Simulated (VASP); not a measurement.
# Ca (P6_3/mmc) in VASP: notebook

Ca is run at these levels: r2SCAN; tasks: single point, relaxation of cell and atoms.

Everything below comes from runs of VASP 6.6.1. Logs are shortened: lines on timing, memory, paths and dates and some standing lists are left out, and cuts for length are marked.

### Step 1. The cell of the first run

It takes space group P6_3/mmc (No. 194, hexagonal). Conventional cell: a = 3.936 Å, b = 3.936 Å, c = 6.474 Å, α = 90.00°, β = 90.00°, γ = 120.00°. Ca (site symmetry -6m2) has 12 Ca at 3.94 to 3.96 Å within 5.2 Å.

This isn't the form of Ca at room conditions, which is fcc.

### Step 2. Single point, r2SCAN

File POSCAR:

```
Ca
1.0
    3.9364726266      0.0000000000      0.0000000000
   -1.9682363133      3.4090852959      0.0000000000
    0.0000000000      0.0000000000      6.4743631030
Ca
2
Direct
    0.3333333333      0.6666666667      0.2500000000
    0.6666666667      0.3333333333      0.7500000000
```

File INCAR.step1:

```
PREC = Accurate ; ENCUT = 520
ISMEAR = -1 ; SIGMA = 0.1
LREAL = F ; LASPH = T
NELM = 100 ; NBANDS = 17
GGA = PE ; ALGO = Normal
EDIFF = 1E-4 ; LWAVE = T
LCHARG = F
```

File INCAR.step2:

```
PREC = Accurate ; ENCUT = 520
EDIFF = 1E-6 ; ISMEAR = -1
SIGMA = 0.1 ; LREAL = F
LASPH = T ; NELM = 100
ALGO = Normal ; ISIF = 2
LWAVE = F ; LCHARG = T
METAGGA = R2SCAN ; LMIXTAU = T
LELF = T ; LVHAR = T
NBANDS = 17 ; ISTART = 1
```

File KPOINTS:

```
regular mesh
0
Gamma
  15 15 8
```

Potentials or basis: VASP PAW PBE potentials, release 64 (Ca_sv).

On the command line:

```console
> cat potpaw_PBE.64/Ca_sv/POTCAR > POTCAR
> cp INCAR.step1 INCAR
> mpirun -np 1 vasp_std > vasp.out
> cp INCAR.step2 INCAR
> mpirun -np 1 vasp_std > vasp.out
```

OUTCAR:

```text
PREC = Accurate
   ENCUT = 520
   EDIFF = 1E-6
   ISMEAR = -1
   LREAL = F
   LASPH = T
   NELM = 100
   ISIF = 2
   METAGGA = R2SCAN
   ISTART = 1

 ion  position               nearest neighbor table
   1  0.333  0.667  0.250-
   2  0.667  0.333  0.750-

  LATTYP: Found a hexagonal cell.
 ALAT       =     3.9364726266
 C/A-ratio  =     1.6447118314

  Lattice vectors:

 A1 = (   3.9364726266,   0.0000000000,   0.0000000000)
 A2 = (  -1.9682363133,   3.4090852959,   0.0000000000)
 A3 = (   0.0000000000,   0.0000000000,   6.4743631030)

Analysis of symmetry for initial positions (statically):
=====================================================================
 Subroutine PRICEL returns:
 Original cell was already a primitive cell.

 Routine SETGRP: Setting up the symmetry group for a
 hexagonal supercell.

 Subroutine GETGRP returns: Found 24 space group operations
 (whereof 12 operations were pure point group operations)
 out of a pool of 24 trial point group operations.

The static configuration has the point symmetry D_3d.
 The point group associated with its full space group is D_6h.

Analysis of symmetry for dynamics (positions and initial velocities):
=====================================================================
 Subroutine PRICEL returns:
 Original cell was already a primitive cell.

 Routine SETGRP: Setting up the symmetry group for a
 hexagonal supercell.

 Subroutine GETGRP returns: Found 24 space group operations
 (whereof 12 operations were pure point group operations)
 out of a pool of 24 trial point group operations.

The dynamic configuration has the point symmetry D_3d.
 The point group associated with its full space group is D_6h.

 Subroutine INISYM returns: Found 24 space group operations
 (whereof 12 operations are pure point group operations),
 and found     1 'primitive' translations

----------------------------------------------------------------------------------------

                                     Primitive cell

  volume of cell :      86.8845

  direct lattice vectors                    reciprocal lattice vectors
     3.936472627  0.000000000  0.000000000     0.254034537  0.146666908  0.000000000
    -1.968236313  3.409085296  0.000000000     0.000000000  0.293333816  0.000000000
     0.000000000  0.000000000  6.474363103     0.000000000  0.000000000  0.154455347

  length of vectors
     3.936472627  3.936472627  6.474363103     0.293333816  0.293333816  0.154455347

  position of ions in fractional coordinates (direct lattice)
     0.333333333  0.666666667  0.250000000
     0.666666667  0.333333333  0.750000000

  ion indices of the primitive-cell ions
   primitive index   ion index
                 1           1
                 2           2

----------------------------------------------------------------------------------------

 KPOINTS: regular mesh

Automatic generation of k-mesh.
 Grid dimensions read from file:
 generate k-points for:   15   15    8

 Generating k-lattice:

  Cartesian coordinates                     Fractional coordinates (reciprocal lattice)
     0.016935636  0.009777794  0.000000000     0.066666667  0.000000000  0.000000000
     0.000000000  0.019555588  0.000000000     0.000000000  0.066666667  0.000000000
     0.000000000  0.000000000  0.019306918     0.000000000  0.000000000  0.125000000

  Length of vectors
     0.019555588  0.019555588  0.019306918

  Shift w.r.t. Gamma in fractional coordinates (k-lattice)
     0.000000000  0.000000000  0.000000000

 Subroutine IBZKPT returns following result:
 ===========================================

 Found    135 irreducible k-points:

 Following reciprocal coordinates:
            Coordinates               Weight
  0.000000  0.000000  0.000000      1.000000
  0.066667  0.000000  0.000000      6.000000
  0.133333  0.000000  0.000000      6.000000
  0.200000  0.000000  0.000000      6.000000
  0.266667  0.000000  0.000000      6.000000
  0.333333  0.000000  0.000000      6.000000
[... 16 lines left out ...]
  0.333333  0.200000  0.000000     12.000000
  0.400000  0.200000  0.000000      6.000000
 [... further k-points ...]
   k-points           NKPTS =    135   k-points in BZ     NKDIM =    135   number of bands    NBANDS=     17
   number of dos      NEDOS =    301   number of ions     NIONS =      2
   total plane-waves  NPLWV =  43200
   dimension x,y,z NGX =    30 NGY =   30 NGZ =   48
   dimension x,y,z NGXF=    60 NGYF=   60 NGZF=   96
   ions per type =               2
   NGX,Y,Z   is equivalent  to a cutoff of  12.67, 12.67, 12.33 a.u.
   NGXF,Y,Z  is equivalent  to a cutoff of  25.34, 25.34, 24.65 a.u.
 SYSTEM =  unknown system
   PREC   = accura    normal or accurate (medium, high low for compatibility)
   ISTART =      1    job   : 0-new  1-cont  2-samecut
   ICHARG =      0    charge: 1-file 2-atom 10-const
   ISPIN  =      1    spin polarized calculation?
   LNONCOLLINEAR =      F non collinear calculations
   LSORBIT =      F    spin-orbit coupling
   LASPH  =      T    aspherical Exc in radial PAW
   ENCUT  =  520.0 eV  38.22 Ry    6.18 a.u.   7.32  7.32 12.04*2*pi/ulx,y,z
   NELM   =    100;   NELMIN=  2; NELMDL=  0     # of ELM steps
   EDIFF  = 0.1E-05   stopping-criterion for ELM
   LREAL  =      F    real-space projection
   EDIFFG = 0.1E-04   stopping-criterion for IOM
   NSW    =      0    number of steps for IOM
   IBRION =     -1    ionic relax: 0-MD 1-quasi-New 2-CG
   NFREE  =      0    steps in history (QN), initial steepest desc. (CG)
   ISIF   =      2    stress and relaxation
   ISYM   =      2    0-nonsym 1-usesym 2-fastsym
   POTIM  = 0.5000    time-step for ionic-motion
   TEBEG  =    0.0;   TEEND  =   0.0 temperature during run
   PSTRESS=    0.0 pullay stress
   NELECT =      20.0000    total number of electrons
   NUPDOWN=      -1.0000    fix difference up-down
   EMIN   =  10.00;   EMAX   =-10.00  energy-range for DOS
   EFERMI =   0.00;   METHOD = LEGACY
   ISMEAR =    -1;   SIGMA  =   0.10  broadening in eV -4-tet -1-fermi 0-gaus
   EFERMI_NEDOS =   21; number of points for ismear=-14 and -15
   IALGO  =     38    algorithm
   IMIX   =      4    mixing-type and parameters
     AMIX     =   0.40;   BMIX     =  1.00
     AMIX_MAG =   1.60;   BMIX_MAG =  1.00
  volume/ion in A,a.u.               =      43.44       293.16
  Fermi-wavevector in a.u.,A,eV,Ry     =   1.003315  1.895991 13.696191  1.006642
  Thomas-Fermi vector in A             =   2.135859
   LORBIT       =      0    0 simple, 1 ext, 2 COOP (PROOUT), +10 PAW based schemes
   METAGGA = R2SCAN    functional components
   LHFCALC =     F    Hartree Fock is set to
   AEXX    =    0.0000 exact exchange contribution
   IVDW    =     0    specifies the selected vdW correction
   LEPSILON=     F    determine dielectric tensor
   LRPA    =     F    only Hartree local field effects (RPA)
 non-spin polarized calculation
  energy-cutoff  :      520.00
  volume of cell :       86.88
 maximum number of plane-waves:      2376
 NGX is ok and might be reduce to    30
   NGX = 15   NGY = 15   NGZ = 25

 number of electron      19.9999996 magnetization

 Free energy of the ion-electron system (eV)
  ---------------------------------------------------
  ext. energy  EPLUGINS =         0.00000000
  ---------------------------------------------------
  free energy    TOTEN  =       -14.08864888 eV

  energy without entropy =      -14.01018217  energy(sigma->0) =      -14.04941552

 E-fermi :   1.9328     XC(G=0):  -8.1257

 val. band max:        1.9106472088   @ k =   0.3333   0.3333   0.3750
 cond. band min:       1.9382795717   @ k =   0.4667   0.0000   0.3750
 fundamental gap:      0.0276323629
 Fermi energy:         1.9328364221

 k-point     1 :       0.0000    0.0000    0.0000
  band No.  band energies     occupation
      1     -41.9449      2.00000
      2     -41.9326      2.00000
      3     -22.1013      2.00000
      4     -21.9970      2.00000
      5     -21.9970      2.00000
      6     -21.9797      2.00000
[... 9 lines left out ...]
     16       4.8570      0.00000
     17       5.2797      0.00000

 k-point     2 :       0.0667    0.0000    0.0000
  band No.  band energies     occupation
      1     -41.9444      2.00000
      2     -41.9324      2.00000
      3     -22.0994      2.00000
      4     -22.0015      2.00000
      5     -21.9984      2.00000
      6     -21.9842      2.00000
[... 9 lines left out ...]
     16       4.9075      0.00000
     17       5.1950      0.00000

 k-point     3 :       0.1333    0.0000    0.0000
  band No.  band energies     occupation
      1     -41.9430      2.00000
      2     -41.9317      2.00000
      3     -22.0939      2.00000
      4     -22.0140      2.00000
      5     -22.0023      2.00000
      6     -21.9970      2.00000
[... 9 lines left out ...]
     16       4.9619      0.00000
     17       5.0553      0.00000

 k-point     4 :       0.2000    0.0000    0.0000
  band No.  band energies     occupation
      1     -41.9409      2.00000
      2     -41.9307      2.00000
      3     -22.0854      2.00000
      4     -22.0326      2.00000
      5     -22.0157      2.00000
      6     -22.0079      2.00000
[... 9 lines left out ...]
     16       4.9748      0.00000
     17       5.0015      0.00000
[... 343 lines left out ...]
      1     -41.9330      2.00000
      2     -41.9281      2.00000
      3     -22.0775      2.00000
      4     -22.0684      2.00000
      5     -22.0487      2.00000
      6     -22.0338      2.00000
[... 9 lines left out ...]
     16       5.5567      0.00000
     17       5.9503      0.00000

 k-point    23 :       0.3333    0.2000    0.0000
  band No.  band energies     occupation
      1     -41.9314      2.00000
      2     -41.9281      2.00000
      3     -22.0864      2.00000
      4     -22.0702      2.00000
      5     -22.0429      2.00000
      6     -22.0389      2.00000
[... 9 lines left out ...]
     16       5.7711      0.00000
     17       6.0955      0.00000

 k-point    24 :       0.4000    0.2000    0.0000
  band No.  band energies     occupation
      1     -41.9306      2.00000
      2     -41.9282      2.00000
      3     -22.0896      2.00000
      4     -22.0702      2.00000
      5     -22.0469      2.00000
      6     -22.0341      2.00000
[... 9 lines left out ...]
     16       5.9120      0.00000
     17       6.1816      0.00000

 [... further k-points ...]

------------------------ aborting loop because EDIFF is reached ----------------------------------------

  FORCE on cell =-STRESS in cart. coord.  units (eV):
  Direction    XX          YY          ZZ          XY          YZ          ZX
  --------------------------------------------------------------------------------------
  -------------------------------------------------------------------------------------
  Total        0.0586576      0.0586576      0.0091799      0.0000000      0.0000000      0.0000000
  in kB        1.0816647      1.0816647      0.1692804      0.0000000      0.0000000      0.0000000
  external PRESSURE =       0.7775366 kB  Pullay stress =       0.0000000 kB

 VOLUME and BASIS-vectors are now :
 -----------------------------------------------------------------------------
  energy-cutoff  :      520.00
  volume of cell :       86.88
      direct lattice vectors                 reciprocal lattice vectors
     3.936472627  0.000000000  0.000000000     0.254034537  0.146666908  0.000000000
    -1.968236313  3.409085296  0.000000000     0.000000000  0.293333816  0.000000000
     0.000000000  0.000000000  6.474363103     0.000000000  0.000000000  0.154455347

 POSITION                                       TOTAL-FORCE (eV/Angst)
 -----------------------------------------------------------------------------------
     -0.00000      2.27272      1.61859         0.000000      0.000000      0.000000
      1.96824      1.13636      4.85577         0.000000     -0.000000      0.000000
 -----------------------------------------------------------------------------------
    total drift:                               -0.000000      0.000000     -0.000000

  FREE ENERGIE OF THE ION-ELECTRON SYSTEM (eV)
  ---------------------------------------------------
  free  energy   TOTEN  =       -14.0886488792 eV

  energy  without entropy=      -14.0101821706  energy(sigma->0) =      -14.04941552
```

Run time: 13 min. Hardware: 1 thread of Oxide Virtual Turin-like, shared host; peak memory 0.29 GiB.

Results:

| Item | Value |
| --- | --- |
| Free energy | -14.0886 eV |
| Pressure | 0.1 GPa |
| Band gap on the k mesh | zero (bands 10 and 11 overlap by 0.64 eV) |

Caveat: the PAW data sets were made with another functional, which shifts forces and pressure a little.

### Step 3. Relaxation of cell and atoms, r2SCAN

This run uses another cell than the first one, of 43.63 Å³/atom.

File POSCAR:

```
Ca
1.0
    3.9515900202      0.0000000000      0.0000000000
   -1.9757950101      3.4221773429      0.0000000000
    0.0000000000      0.0000000000      6.4529465031
Ca
2
Direct
    0.3333333333      0.6666666667      0.2500000000
    0.6666666667      0.3333333333      0.7500000000
```

File INCAR.step1:

```
SYSTEM = Ca
PREC = Accurate ; ENCUT = 600
ISMEAR = -1 ; SIGMA = 0.1
LREAL = .FALSE. ; LASPH = .TRUE.
NELM = 100 ; GGA = PE
ALGO = Normal ; EDIFF = 1E-4
LWAVE = .TRUE. ; LCHARG = .FALSE.
```

File INCAR.step2:

```
SYSTEM = Ca
PREC = Accurate ; ENCUT = 600
EDIFF = 1E-6 ; ISMEAR = -1
SIGMA = 0.1 ; LREAL = .FALSE.
LASPH = .TRUE. ; NELM = 100
ALGO = Normal ; ISIF = 3
LWAVE = .FALSE. ; LCHARG = .FALSE.
METAGGA = R2SCAN ; LMIXTAU = .TRUE.
IBRION = 2 ; NSW = 80
EDIFFG = -0.01 ; ISTART = 1
```

File KPOINTS:

```
Automatic mesh
0
G
  9 9 5
  0 0 0
```

Potentials or basis: VASP PAW PBE potentials, release 64 (Ca_sv).

On the command line:

```console
> cat potpaw_PBE.64/Ca_sv/POTCAR > POTCAR
> cp INCAR.step1 INCAR
> mpirun -np 1 vasp_std > vasp.out
> cp INCAR.step2 INCAR
> mpirun -np 1 vasp_std > vasp.out
```

OUTCAR:

```text
SYSTEM = Ca
   PREC = Accurate
   ENCUT = 600
   EDIFF = 1E-6
   ISMEAR = -1
   LREAL = .FALSE.
   LASPH = .TRUE.
   NELM = 100
   ISIF = 3
   METAGGA = R2SCAN
   IBRION = 2
   NSW = 80
   EDIFFG = -0.01
   ISTART = 1

 ion  position               nearest neighbor table
   1  0.333  0.667  0.250-
   2  0.667  0.333  0.750-

  LATTYP: Found a hexagonal cell.
 ALAT       =     3.9515900202
 C/A-ratio  =     1.6330000000

  Lattice vectors:

 A1 = (   3.9515900202,   0.0000000000,   0.0000000000)
 A2 = (  -1.9757950101,   3.4221773429,   0.0000000000)
 A3 = (   0.0000000000,   0.0000000000,   6.4529465031)

[... 266 lines left out ...]
 k-point     1 :       0.0000    0.0000    0.0000
  band No.  band energies     occupation
      1     -41.9738      2.00000
      2     -41.9618      2.00000
      3     -22.1286      2.00000
      4     -22.0266      2.00000
      5     -22.0266      2.00000
      6     -22.0094      2.00000
      7     -22.0093      2.00000
      8     -22.0007      2.00000
      9      -2.3675      2.00000
     10       0.9034      1.99991
     11       1.5252      1.95680
     12       4.4817      0.00000
     13       4.5092      0.00000
     14       4.5092      0.00000
[... 377 lines left out ...]
      1     -41.9583      2.00000
      2     -41.9583      2.00000
      3     -22.1031      2.00000
      4     -22.0981      2.00000
      5     -22.0981      2.00000
      6     -22.0731      2.00000
      7     -22.0398      2.00000
      8     -22.0398      2.00000
      9       1.7218      1.72765
     10       1.8050      1.46808
     11       1.8050      1.46806
     12       2.5023      0.00516
     13       3.2613      0.00000
     14       3.2613      0.00000

 [... further k-points ...]

------------------------ aborting loop because EDIFF is reached ----------------------------------------

  FORCE on cell =-STRESS in cart. coord.  units (eV):
  Direction    XX          YY          ZZ          XY          YZ          ZX
  --------------------------------------------------------------------------------------
  -------------------------------------------------------------------------------------
  Total       -0.0031008     -0.0031008     -0.0031941      0.0000000     -0.0000000      0.0000000
  in kB       -0.0569194     -0.0569194     -0.0586316      0.0000000     -0.0000000      0.0000000
  external PRESSURE =      -0.0574901 kB  Pullay stress =       0.0000000 kB
[... 17 lines left out ...]
  FREE ENERGIE OF THE ION-ELECTRON SYSTEM (eV)
  ---------------------------------------------------
  free  energy   TOTEN  =       -14.0918678506 eV

  energy  without entropy=      -14.0148773510  energy(sigma->0) =      -14.05337260

 reached required accuracy - stopping structural energy minimisation
```

OUTCAR.step1:

```text
SYSTEM = Ca
   PREC = Accurate
   ENCUT = 600
   ISMEAR = -1
   LREAL = .FALSE.
   LASPH = .TRUE.
[... 632 lines left out ...]
     -0.00000      2.28145      1.61324        -0.000000      0.000000      0.000000
      1.97580      1.14073      4.83971         0.000000      0.000000     -0.000000
 -----------------------------------------------------------------------------------
    total drift:                               -0.000000      0.000000     -0.000000

  FREE ENERGIE OF THE ION-ELECTRON SYSTEM (eV)
  ---------------------------------------------------
  free  energy   TOTEN  =        -3.8897742181 eV

  energy  without entropy=       -3.8029519307  energy(sigma->0) =       -3.84636307
```

Wall time 10 min (1 thread of Oxide Virtual Turin-like, shared host); peak memory 0.23 GiB.

What came out:

- Free energy: -14.0919 eV
- Relaxed volume: 43.64 Å³/atom
- Relaxed cell: a = 3.943 Å, b = 3.943 Å, c = 6.483 Å, α = 90.00°, β = 90.00°, γ = 120.00°
- Space group after relaxing (to 0.1 Å): P6_3/mmc (No. 194)
- Energy gained by relaxing: 0.2 meV/atom
- Ionic steps: 3
- Pressure after relaxing: 0.0 GPa
- Band gap on the k mesh: zero (bands 10 and 11 overlap by 0.61 eV)

The path:
| step | energy change (eV) | largest force (eV/Å) | pressure (GPa) | volume (Å³) |
| --- | --- | --- | --- | --- |
| 1 | 0.0000 | 0.0000 | 0.00 | 87.26 |
| 2 | -0.0002 | 0.0000 | 0.00 | 87.27 |
| 3 | -0.0003 | 0.0000 | -0.01 | 87.28 |

Final structure:
```xyz
2
Lattice="3.9427 0.0000 0.0000 -1.9714 3.4145 0.0000 0.0000 0.0000 6.4833" Properties=species:S:1:pos:R:3 pbc="T T T"
Ca    0.0000    2.2763    1.6208
Ca    1.9714    1.1382    4.8625
```

Caveat: the PAW data sets were made with another functional, which shifts forces and pressure a little.

The gap in the log of VASP goes by the Fermi energy; the results here count the filled bands.